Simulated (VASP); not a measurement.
# Lu3F2: relaxation of cell and atoms with PBE

The system is Lu3F2.

```
CELL_PARAMETERS angstrom
4.30282 0.00000 0.00000
-2.15141 3.72635 0.00000
0.00000 0.00000 5.33698
ATOMIC_POSITIONS crystal
Lu 0.66667 0.33333 0.24227
Lu 0.66667 0.33333 0.75773
Lu 0.00000 0.00000 0.50000
F 0.00000 0.00000 0.00000
F 0.33333 0.66667 0.50000
```

The cell was built from a structure type or drawn by symmetry, and may not be a known phase.

```yaml
Program: VASP 6.6.1
Task: relaxation of cell and atoms
Functional: PBE
Potentials_or_basis: VASP PAW PBE potentials, release 64 (Lu, F)
Cutoff: 600 eV
k_mesh: 6 × 6 × 4
Occupations: gaussian, width 0.1 eV
Spin: no spin polarisation
Dipole_correction: no
Further_INCAR_settings: ALGO = Normal; EDIFF = 1e-06; IBRION = 2; EDIFFG = -0.04; NSW = 90; ISIF = 3
```

- Relaxed volume: 19.89 Å³/atom
- Relaxed cell: a = 3.771 Å, b = 3.771 Å, c = 8.078 Å, α = 90.00°, β = 90.00°, γ = 120.00°
- Space group after relaxing (to 0.1 Å): P-6m2 (No. 187)
- Energy gained by relaxing: 1118.4 meV/atom
- Ionic steps: 24
- Pressure after relaxing: 0.0 GPa
- Largest force after relaxing: 0.009 eV/Å
- Band gap on the k mesh: zero (an odd number of electrons rules out a gap without spin polarisation)

Forces on the atoms (eV/Å):
```
Lu   0.000  0.000  0.009
Lu   0.000  0.000 -0.009
Lu   0.000  0.000  0.000
F    0.000  0.000  0.000
F    0.000  0.000  0.000
```

Stress tensor (GPa, compression positive):
```
 0.03  0.00  0.00
 0.00  0.03  0.00
 0.00  0.00 -0.06
```

Step by step:
```csv
step,energy change (eV),largest force (eV/Å),pressure (GPa),volume (Å³)
1,0.0000,2.1981,23.56,85.57
2,-2.3873,1.6157,1.16,120.61
3,-2.3869,1.7386,0.35,123.26
4,-2.8037,0.1224,-1.98,130.04
5,-2.8570,0.3634,-3.15,133.36
6,-3.2306,1.0764,-2.13,124.71
7,-3.5636,3.2750,8.43,98.55
8,-3.6687,2.2373,1.44,110.23
9,-3.7026,2.5391,2.82,106.48
10,-3.8801,2.7047,3.01,104.71
11,-4.2123,2.9242,4.49,98.92
12,-4.5259,2.4895,1.42,100.59
13,-4.8857,1.7744,-4.08,103.91
14,-4.9353,1.4401,-6.37,105.53
15,-5.2505,1.1563,-4.93,103.77
16,-5.5690,0.5341,-0.13,99.42
17,-5.5795,0.0689,-1.25,100.27
18,-5.5810,0.1771,-1.01,100.06
19,-5.5887,0.0523,-0.44,99.61
20,-5.5906,0.0905,0.17,99.12
21,-5.5908,0.0602,0.17,99.22
22,-5.5908,0.0498,0.12,99.26
23,-5.5917,0.0181,0.01,99.37
24,-5.5920,0.0092,0.00,99.46
```

Final structure:
```yaml
crystal:
  lattice:
    - [3.77066, 0.00000, 0.00000]
    - [-1.88533, 3.26549, 0.00000]
    - [0.00000, 0.00000, 8.07779]
  atoms:
    - { symbol: Lu, position: [0.66667, 0.33333, 0.17990] }
    - { symbol: Lu, position: [0.66667, 0.33333, 0.82010] }
    - { symbol: Lu, position: [0.00000, 0.00000, 0.50000] }
    - { symbol: F, position: [0.00000, 0.00000, 0.00000] }
    - { symbol: F, position: [0.33333, 0.66667, 0.50000] }
```

Levels at points of the mesh, in eV from the Fermi level:
```tsv
k point	band 42	band 43	band 44	band 45	band 46	band 47
(0.00, 0.00, 0.00)	-4.52	-1.47	-1.04	0.48	1.51	1.51
(0.50, 0.00, 0.00)	-1.63	-0.95	-0.49	-0.33	0.76	1.34
(0.00, 0.00, 0.50)	-3.39	-3.32	-0.11	0.13	1.19	1.19
(0.50, 0.00, 0.50)	-1.26	-1.01	-0.37	-0.33	0.31	0.64
```

Wall time 40 min on 1 thread of Intel(R) Xeon(R) Platinum 8488C (Sapphire Rapids) (shared host), peak memory 0.3 GiB.

Caveat: the volume moved by over 15 % at a fixed basis, so the end points are rough; spin-orbit coupling is left out, which moves the levels of the heavy elements; an odd number of electrons without spin polarisation forces a metal; a magnetic or distorted state may lie lower.
